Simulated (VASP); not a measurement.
A run of VASP 6.6.1:

INCAR

```
SYSTEM = VSeS3
PREC = Accurate
ENCUT = 500
EDIFF = 1E-6
ISMEAR = 0
SIGMA = 0.1
LREAL = .FALSE.
LASPH = .TRUE.
NELM = 200
ALGO = Normal
ISIF = 2
LWAVE = .FALSE.
LCHARG = .TRUE.
ISPIN = 2
MAGMOM = 2 0 0 0 0
LORBIT = 11
LMAXMIX = 4
GGA = PE
LELF = .TRUE.
LVHAR = .TRUE.
NBANDS = 30
GGA_COMPAT = .FALSE.
```

File KPOINTS:

```
Automatic mesh
0
G
  4 4 4
  0 0 0
```

File POSCAR:

```
VSeS3
1.0
    4.5050893300      0.0000000000      0.0000000000
    0.0000000000      4.5050893300      0.0000000000
    0.0000000000      0.0000000000      4.5050893300
V Se S
1 1 3
Direct
    0.0000000000      0.0000000000      0.0000000000
    0.5000000000      0.5000000000      0.5000000000
    0.5000000000      0.0000000000      0.0000000000
    0.0000000000      0.5000000000      0.0000000000
    0.0000000000      0.0000000000      0.5000000000
```

Potentials or basis: VASP PAW PBE potentials, release 64 (V_sv, Se, S).

The run is started by

```console
$ cat potpaw_PBE.64/V_sv/POTCAR potpaw_PBE.64/Se/POTCAR potpaw_PBE.64/S/POTCAR > POTCAR
$ mpirun -np 1 vasp_std > vasp.out
```

Hardware: 1 thread of Intel Xeon 8259CL, with other jobs on the host.

Estimate the wall time of this run.

It took 2.5 min on 1 thread of Intel Xeon 8259CL (shared host), peak memory 0.23 GiB. Counts: scf iterations 17, k points 10.
